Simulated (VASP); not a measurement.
# Sb (I4/mmm) in VASP: further runs

The runs below take Sb through single point, with PBEsol, LDA.

All numbers are computed with VASP 6.6.1; they aren't measurements. Logs are shortened: lines on timing, memory, paths and dates and some standing lists are left out, and cuts for length are marked.

## Step 1: The cell of the first run

Symmetry: I4/mmm, No. 139, tetragonal system. The conventional cell has a = 3.174 Å, b = 3.174 Å, c = 5.460 Å, α = 90.00°, β = 90.00°, γ = 90.00°. Sb (site symmetry 4/mmm) has 12 Sb at 3.17 to 3.53 Å within 4.2 Å.

## Step 2: Single point, PBEsol (volume scaled by 1.02)

The input, INCAR:

```
SYSTEM = Sb
PREC = Accurate
ENCUT = 520
EDIFF = 1E-6
ISMEAR = -1
SIGMA = 0.05
LREAL = .False.
LASPH = .True.
NELM = 60
ALGO = Normal
ISIF = 2
LWAVE = .False.
LCHARG = .True.
GGA = PS
LELF = .True.
LVHAR = .True.
NBANDS = 8
```

The input, KPOINTS:

```
regular mesh
0
Gamma
  12 12 12
  0 0 0
```

The input, POSCAR:

```
Sb
1.0
   -1.5869811508      1.5869811508      2.7298988119
    1.5869811508     -1.5869811508      2.7298988119
    1.5869811508      1.5869811508     -2.7298988119
Sb
1
Direct
    0.0000000000      0.0000000000      0.0000000000
```

Potentials or basis: VASP PAW PBE potentials, release 64 (Sb).

The run is started by

```bash
cat potpaw_PBE.64/Sb/POTCAR > POTCAR
mpirun -np 1 vasp_std > vasp.out
```

OUTCAR:

```text
SYSTEM = Sb
   PREC = Accurate
   ENCUT = 520
   EDIFF = 1E-6
   ISMEAR = -1
   LREAL = .False.
   LASPH = .True.
   NELM = 60
   ISIF = 2
   GGA = PS

 ion  position               nearest neighbor table
   1  0.000  0.000  0.000-

  LATTYP: Found a body centered tetragonal cell.
 ALAT       =     3.1739623016
 C/A-ratio  =     1.7201835135

  Lattice vectors:

 A1 = (  -1.5869811508,   1.5869811508,   2.7298988119)
 A2 = (   1.5869811508,  -1.5869811508,   2.7298988119)
 A3 = (   1.5869811508,   1.5869811508,  -2.7298988119)

Analysis of symmetry for initial positions (statically):
=====================================================================
 Subroutine PRICEL returns:
 Original cell was already a primitive cell.

 Routine SETGRP: Setting up the symmetry group for a
 body centered tetragonal supercell.

 Subroutine GETGRP returns: Found 16 space group operations
 (whereof 16 operations were pure point group operations)
 out of a pool of 16 trial point group operations.

The static configuration has the point symmetry D_4h.

Analysis of symmetry for dynamics (positions and initial velocities):
=====================================================================
 Subroutine PRICEL returns:
 Original cell was already a primitive cell.

 Routine SETGRP: Setting up the symmetry group for a
 body centered tetragonal supercell.

 Subroutine GETGRP returns: Found 16 space group operations
 (whereof 16 operations were pure point group operations)
 out of a pool of 16 trial point group operations.

The dynamic configuration has the point symmetry D_4h.

 Subroutine INISYM returns: Found 16 space group operations
 (whereof 16 operations are pure point group operations),
 and found     1 'primitive' translations

----------------------------------------------------------------------------------------

                                     Primitive cell

  volume of cell :      27.5011

  direct lattice vectors                    reciprocal lattice vectors
    -1.586981151  1.586981151  2.729898812     0.000000000  0.315063603  0.183156972
     1.586981151 -1.586981151  2.729898812     0.315063603  0.000000000  0.183156972
     1.586981151  1.586981151 -2.729898812     0.315063603  0.315063603  0.000000000

  length of vectors
     3.534029693  3.534029693  3.534029693     0.364433191  0.364433191  0.445567221

  position of ions in fractional coordinates (direct lattice)
     0.000000000  0.000000000  0.000000000

  ion indices of the primitive-cell ions
   primitive index   ion index
                 1           1

----------------------------------------------------------------------------------------

 KPOINTS: regular mesh

Automatic generation of k-mesh.
 Grid dimensions read from file:
 generate k-points for:   12   12   12

 Generating k-lattice:

  Cartesian coordinates                     Fractional coordinates (reciprocal lattice)
     0.000000000  0.026255300  0.015263081     0.083333333 -0.000000000  0.000000000
     0.026255300  0.000000000  0.015263081    -0.000000000  0.083333333  0.000000000
     0.026255300  0.026255300  0.000000000     0.000000000  0.000000000  0.083333333

  Length of vectors
     0.030369433  0.030369433  0.037130602

  Shift w.r.t. Gamma in fractional coordinates (k-lattice)
     0.000000000  0.000000000  0.000000000

 Subroutine IBZKPT returns following result:
 ===========================================

 Found    163 irreducible k-points:

 Following reciprocal coordinates:
            Coordinates               Weight
  0.000000  0.000000  0.000000      1.000000
  0.083333 -0.000000  0.000000      8.000000
  0.166667  0.000000  0.000000      8.000000
  0.250000  0.000000 -0.000000      8.000000
  0.333333  0.000000  0.000000      8.000000
  0.416667  0.000000  0.000000      8.000000
[... 16 lines left out ...]
  0.500000  0.166667  0.000000     16.000000
 -0.416667  0.166667 -0.000000     16.000000
 [... further k-points ...]
   k-points           NKPTS =    163   k-points in BZ     NKDIM =    163   number of bands    NBANDS=      8
   number of dos      NEDOS =    301   number of ions     NIONS =      1
   total plane-waves  NPLWV =  21952
   dimension x,y,z NGX =    28 NGY =   28 NGZ =   28
   dimension x,y,z NGXF=    56 NGYF=   56 NGZF=   56
   ions per type =               1
   NGX,Y,Z   is equivalent  to a cutoff of  13.17, 13.17, 13.17 a.u.
   NGXF,Y,Z  is equivalent  to a cutoff of  26.34, 26.34, 26.34 a.u.
 SYSTEM =  Sb
   PREC   = accura    normal or accurate (medium, high low for compatibility)
   ISTART =      0    job   : 0-new  1-cont  2-samecut
   ICHARG =      2    charge: 1-file 2-atom 10-const
   ISPIN  =      1    spin polarized calculation?
   LNONCOLLINEAR =      F non collinear calculations
   LSORBIT =      F    spin-orbit coupling
   LASPH  =      T    aspherical Exc in radial PAW
   ENCUT  =  520.0 eV  38.22 Ry    6.18 a.u.   6.57  6.57  6.57*2*pi/ulx,y,z
   NELM   =     60;   NELMIN=  2; NELMDL= -5     # of ELM steps
   EDIFF  = 0.1E-05   stopping-criterion for ELM
   LREAL  =      F    real-space projection
   EDIFFG = 0.1E-04   stopping-criterion for IOM
   NSW    =      0    number of steps for IOM
   IBRION =     -1    ionic relax: 0-MD 1-quasi-New 2-CG
   NFREE  =      0    steps in history (QN), initial steepest desc. (CG)
   ISIF   =      2    stress and relaxation
   ISYM   =      2    0-nonsym 1-usesym 2-fastsym
   POTIM  = 0.5000    time-step for ionic-motion
   TEBEG  =    0.0;   TEEND  =   0.0 temperature during run
   PSTRESS=    0.0 pullay stress
   NELECT =       5.0000    total number of electrons
   NUPDOWN=      -1.0000    fix difference up-down
   EMIN   =  10.00;   EMAX   =-10.00  energy-range for DOS
   EFERMI =   0.00;   METHOD = LEGACY
   ISMEAR =    -1;   SIGMA  =   0.05  broadening in eV -4-tet -1-fermi 0-gaus
   EFERMI_NEDOS =   21; number of points for ismear=-14 and -15
   IALGO  =     38    algorithm
   IMIX   =      4    mixing-type and parameters
     AMIX     =   0.40;   BMIX     =  1.00
     AMIX_MAG =   1.60;   BMIX_MAG =  1.00
  volume/ion in A,a.u.               =      27.50       185.59
  Fermi-wavevector in a.u.,A,eV,Ry     =   0.927431  1.752590 11.702748  0.860128
  Thomas-Fermi vector in A             =   2.053500
   LORBIT       =      0    0 simple, 1 ext, 2 COOP (PROOUT), +10 PAW based schemes
   GGA     = PS    functional components
   LHFCALC =     F    Hartree Fock is set to
   AEXX    =    0.0000 exact exchange contribution
   IVDW    =     0    specifies the selected vdW correction
   LEPSILON=     F    determine dielectric tensor
   LRPA    =     F    only Hartree local field effects (RPA)
 non-spin polarized calculation
  energy-cutoff  :      520.00
  volume of cell :       27.50
 maximum number of plane-waves:       764
 NGX is ok and might be reduce to    28
   NGX = 13   NGY = 13   NGZ = 13

 number of electron       5.0000000 magnetization

 Free energy of the ion-electron system (eV)
  ---------------------------------------------------
  ext. energy  EPLUGINS =         0.00000000
  ---------------------------------------------------
  free energy    TOTEN  =        -4.30890836 eV

  energy without entropy =       -4.30326023  energy(sigma->0) =       -4.30608429

 E-fermi :   8.1078     XC(G=0): -10.2320

 val. band max:        8.0615102488   @ k =  -0.3333   0.3333   0.0000
 cond. band min:       8.1166898442   @ k =   0.3333   0.1667   0.0833
 fundamental gap:      0.0551795954
 Fermi energy:         8.1077886262

 k-point     1 :       0.0000    0.0000    0.0000
  band No.  band energies     occupation
      1      -4.6970      2.00000
      2      12.6122      0.00000
      3      13.4020      0.00000
      4      13.4020      0.00000
      5      17.4531      0.00000
      6      18.6576      0.00000
      7      18.7561      0.00000
      8      18.8006      0.00000

 k-point     2 :       0.0833   -0.0000    0.0000
  band No.  band energies     occupation
      1      -4.5603      2.00000
      2      11.9416      0.00000
      3      12.5639      0.00000
      4      13.3735      0.00000
      5      17.2157      0.00000
      6      17.7885      0.00000
      7      18.6463      0.00000
      8      19.0216      0.00000

 k-point     3 :       0.1667    0.0000    0.0000
  band No.  band energies     occupation
      1      -4.1525      2.00000
      2       9.7466      0.00000
      3      11.7582      0.00000
      4      13.3158      0.00000
      5      16.0972      0.00000
      6      17.5926      0.00000
      7      19.5331      0.00000
      8      19.6116      0.00000

 k-point     4 :       0.2500    0.0000   -0.0000
  band No.  band energies     occupation
      1      -3.4834      2.00000
      2       7.3428      2.00000
      3      10.9963      0.00000
      4      13.2792      0.00000
      5      15.2448      0.00000
      6      17.4488      0.00000
      7      20.1131      0.00000
      8      20.8520      0.00000

 k-point     5 :       0.3333    0.0000    0.0000
  band No.  band energies     occupation
      1      -2.5845      2.00000
      2       5.1179      2.00000
      3      10.3752      0.00000
      4      13.2875      0.00000
      5      14.6505      0.00000
      6      17.5193      0.00000
      7      19.5928      0.00000
      8      20.1470      0.00000
[... 177 lines left out ...]
 k-point    22 :       0.4167    0.1667    0.0000
  band No.  band energies     occupation
      1      -0.7048      2.00000
      2       3.1934      2.00000
      3       8.8217      0.00000
      4      10.3451      0.00000
      5      14.8266      0.00000
      6      16.4905      0.00000
      7      20.6123      0.00000
      8      21.8754      0.00000

 k-point    23 :       0.5000    0.1667    0.0000
  band No.  band energies     occupation
      1      -0.6829      2.00000
      2       3.1491      2.00000
      3       9.0154      0.00000
      4      10.5358      0.00000
      5      14.5725      0.00000
      6      16.3585      0.00000
      7      20.0936      0.00000
      8      21.4774      0.00000

 k-point    24 :      -0.4167    0.1667   -0.0000
  band No.  band energies     occupation
      1      -1.5746      2.00000
      2       4.5464      2.00000
      3       9.3774      0.00000
      4      10.8163      0.00000
      5      14.6984      0.00000
      6      16.4638      0.00000
      7      18.5209      0.00000
      8      21.7581      0.00000

 [... further k-points ...]
[... 5 lines left out ...]
  --------------------------------------------------------------------------------------
  -------------------------------------------------------------------------------------
  Total       -0.4001157     -0.4001157     -0.4606588      0.0000000      0.0000000      0.0000000
  in kB      -23.3102040    -23.3102040    -26.8373649      0.0000000      0.0000000      0.0000000
  external PRESSURE =     -24.4859243 kB  Pullay stress =       0.0000000 kB

 VOLUME and BASIS-vectors are now :
 -----------------------------------------------------------------------------
  energy-cutoff  :      520.00
  volume of cell :       27.50
      direct lattice vectors                 reciprocal lattice vectors
    -1.586981151  1.586981151  2.729898812     0.000000000  0.315063603  0.183156972
     1.586981151 -1.586981151  2.729898812     0.315063603  0.000000000  0.183156972
     1.586981151  1.586981151 -2.729898812     0.315063603  0.315063603  0.000000000

 POSITION                                       TOTAL-FORCE (eV/Angst)
 -----------------------------------------------------------------------------------
      0.00000      0.00000      0.00000         0.000000      0.000000     -0.000000
 -----------------------------------------------------------------------------------
    total drift:                                0.000000      0.000000      0.000000

  FREE ENERGIE OF THE ION-ELECTRON SYSTEM (eV)
  ---------------------------------------------------
  free  energy   TOTEN  =        -4.3089083566 eV

  energy  without entropy=       -4.3032602266  energy(sigma->0) =       -4.30608429
```

It took 32 s on 1 thread of Intel Xeon Platinum 8488C (Sapphire Rapids), shared host; peak memory 0.18 GiB.

What came out:

- Free energy: -4.3089 eV
- Pressure: -2.4 GPa

Stress tensor (GPa, compression positive):
```
-2.33  0.00  0.00
 0.00 -2.33  0.00
 0.00  0.00 -2.68
```

Caveat: the PAW data sets were made with another functional, which shifts forces and pressure a little; spin-orbit coupling is left out, which moves the levels of the heavy elements.

## Step 3: Single point, LDA (volume scaled by 1.04)

The input, INCAR:

```
SYSTEM = Sb
ALGO     = Normal         ! electronic algorithm
EDIFF    = 1E-6           ! SCF threshold, eV
ENCUT    = 520            ! plane-wave cutoff, eV
GGA      = CA             ! functional
ISIF     = 2              ! what is computed and relaxed
ISMEAR   = -1             ! smearing method
LASPH    = .True.         ! aspherical terms in the spheres
LCHARG   = .False.        ! write CHGCAR
LREAL    = .False.        ! projectors in reciprocal space
LWAVE    = .False.        ! write WAVECAR
NBANDS   = 8              ! bands
NELM     = 100            ! most SCF steps
PREC     = Accurate       ! precision mode
SIGMA    = 0.05           ! smearing width, eV
```

The input, KPOINTS:

```
k-points
0
Gamma
  12 12 12
  0 0 0
```

The input, POSCAR:

```
Sb
1.0
   -1.5972865120      1.5972865120      2.7476259243
    1.5972865120     -1.5972865120      2.7476259243
    1.5972865120      1.5972865120     -2.7476259243
Sb
1
Direct
    0.0000000000      0.0000000000      0.0000000000
```

Potentials or basis: VASP PAW LDA potentials, release 64 (Sb).

The run is started by

```bash
cat potpaw_LDA.64/Sb/POTCAR > POTCAR
mpirun -np 1 vasp_std > vasp.out
```

Run time: 27 s. Hardware: 1 thread of Intel Xeon Platinum 8488C (Sapphire Rapids), shared host; peak memory 0.16 GiB.

The run converged. Its results:

- Free energy: -4.5247 eV
- Pressure: -4.5 GPa

Stress tensor (GPa, compression positive):
```
-4.61  0.00  0.00
 0.00 -4.61  0.00
 0.00  0.00 -4.24
```

Levels at points of the mesh, in eV from the Fermi level:
```csv
k point,band 1,band 2,band 3,band 4,band 5,band 6,band 7,band 8
"(0.00, 0.00, 0.00)",-12.66,4.28,5.08,5.08,9.07,10.25,10.40,10.40
"(0.50, 0.00, 0.00)",-9.09,-5.52,1.65,5.03,6.04,9.80,10.40,10.50
"(0.50, 0.50, 0.00)",-6.81,-4.19,-1.00,0.57,3.53,4.44,14.72,15.37
"(0.50, 0.50, 0.50)",-9.24,-5.40,2.01,2.01,5.86,5.99,16.65,16.65
```

Caveat: spin-orbit coupling is left out, which moves the levels of the heavy elements.

## Step 4: Single point, PBEsol (volume scaled by 1.04)

The input, INCAR:

```
PREC = Accurate
ENCUT = 520
EDIFF = 1E-6
ISMEAR = -1
SIGMA = 0.05
LREAL = F
LASPH = T
NELM = 80
ALGO = Normal
ISIF = 2
LWAVE = F
LCHARG = T
GGA = PS
LELF = T
LVHAR = T
NBANDS = 8
```

The input, KPOINTS:

```
Automatic mesh
0
Gamma
  12 12 12
```

POSCAR is that of step 3.

Potentials or basis: VASP PAW PBE potentials, release 64 (Sb).

The run is started by

```bash
cat potpaw_PBE.64/Sb/POTCAR > POTCAR
mpirun -np 1 vasp_std > vasp.out
```

Run time: 31 s. Hardware: 1 thread of Intel Xeon Platinum 8488C (Sapphire Rapids), shared host; peak memory 0.17 GiB.

It converged, with:

```
Free energy : -4.2989 eV
Pressure    : -3.5 GPa
```

Stress tensor (GPa, compression positive):
```
-3.47  0.00  0.00
 0.00 -3.47  0.00
 0.00  0.00 -3.56
```

Levels at points of the mesh, in eV from the Fermi level:
```tsv
k point	band 1	band 2	band 3	band 4	band 5	band 6	band 7
(0.00, 0.00, 0.00)	-12.66	4.37	5.16	5.16	9.28	10.43	10.63
(0.50, 0.00, 0.00)	-9.06	-5.56	1.69	5.10	6.03	9.99	10.42
(0.50, 0.50, 0.00)	-6.74	-4.22	-0.98	0.58	3.46	4.39	15.54
(0.50, 0.50, 0.50)	-9.20	-5.43	2.04	2.04	5.87	5.97	18.02
```

Caveat: the PAW data sets were made with another functional, which shifts forces and pressure a little; spin-orbit coupling is left out, which moves the levels of the heavy elements.

## Step 5: Overview

```csv
level,potentials or basis,cell,gap on the mesh (eV),pressure (GPa)
PBEsol,"VASP PAW PBE potentials, release 64 (Sb)","a = 3.534 Å, angles 126.6, 126.6, 78.8°, 1 atom",none,-2.4
LDA,"VASP PAW LDA potentials, release 64 (Sb)","a = 3.557 Å, angles 126.6, 126.6, 78.8°, 1 atom",none,-4.5
PBEsol,"VASP PAW PBE potentials, release 64 (Sb)","a = 3.557 Å, angles 126.6, 126.6, 78.8°, 1 atom",none,-3.5
```

Alike in all rows: task single point; no spin polarisation; k mesh 12 × 12 × 12; cutoff (eV) 520; smearing fermi-dirac 0.05 eV.

Caveats: spin-orbit coupling is left out, which moves the levels of the heavy elements; the PAW data sets were made with another functional, which shifts forces and pressure a little (some runs).

Total energies depend on the potentials used, so only differences within one code and one set of settings carry meaning.
